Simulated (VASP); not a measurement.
Set up this calculation in VASP 6.6.1, as the native input.

```
Task                               : single point
Functional                         : PBE0
Potentials or basis                : VASP PAW PBE potentials, release 64 (Ti_sv, Al)
Cutoff                             : 520 eV
k mesh                             : 4 × 4 × 4
Occupations                        : fermi-dirac, width 0.05 eV
Spin                               : no spin polarisation
Dipole correction                  : no
Grid for exact exchange (PRECFOCK) : Normal
Further INCAR settings             : ALGO = Normal; EDIFF = 1e-06; NBANDS = 14
Share of exact exchange            : 0.25
```

The system is TiAl.

```
Ti Al
1.0
     3.22090    0.00000    0.00000
     0.00000    3.22090    0.00000
     0.00000    0.00000    3.22090
Ti Al
1 1
Direct
  0.00000 0.00000 0.00000
  0.50000 0.50000 0.50000
```

One way to write it, as run:

POSCAR

```
TiAl
1.0
    3.2208985869      0.0000000000      0.0000000000
    0.0000000000      3.2208985869      0.0000000000
    0.0000000000      0.0000000000      3.2208985869
Ti Al
1 1
Direct
    0.0000000000      0.0000000000      0.0000000000
    0.5000000000      0.5000000000      0.5000000000
```

INCAR.step1

```
PREC = Accurate
ENCUT = 520
EDIFF = 1E-5
ISMEAR = -1
SIGMA = 0.05
LREAL = False
LASPH = True
NELM = 80
ALGO = Normal
ISIF = 2
LWAVE = True
LCHARG = False
GGA = PE
NBANDS = 14
```

INCAR.step2

```
PREC = Accurate
ENCUT = 520
EDIFF = 1E-6
ISMEAR = -1
SIGMA = 0.05
LREAL = False
LASPH = True
NELM = 80
ALGO = Normal
ISIF = 2
LWAVE = False
LCHARG = False
GGA = PE
LHFCALC = True
AEXX = 0.25
PRECFOCK = Normal
ISTART = 1
NBANDS = 14
```

KPOINTS

```
regular mesh
0
Gamma
  4 4 4
```

Potentials or basis: VASP PAW PBE potentials, release 64 (Ti_sv, Al).

Command:

```console
$ cat potpaw_PBE.64/Ti_sv/POTCAR potpaw_PBE.64/Al/POTCAR > POTCAR
$ cp INCAR.step1 INCAR
$ mpirun -np 1 vasp_std > vasp.out
$ cp INCAR.step2 INCAR
$ mpirun -np 1 vasp_std > vasp.out
```

It gave:

```json
{"Pressure": "-5.6 GPa", "Band gap on the k mesh": "zero (an odd number of electrons rules out a gap without spin polarisation)"}
```

Caveat: the k points lie up to 0.49 Å⁻¹ apart, too coarse for converged energies and pressures of a metal; the PAW data sets were made with another functional, which shifts forces and pressure a little.

Run time: 5.9 min on 1 thread of Intel Xeon 8259CL (shared host), peak memory 0.15 GiB.
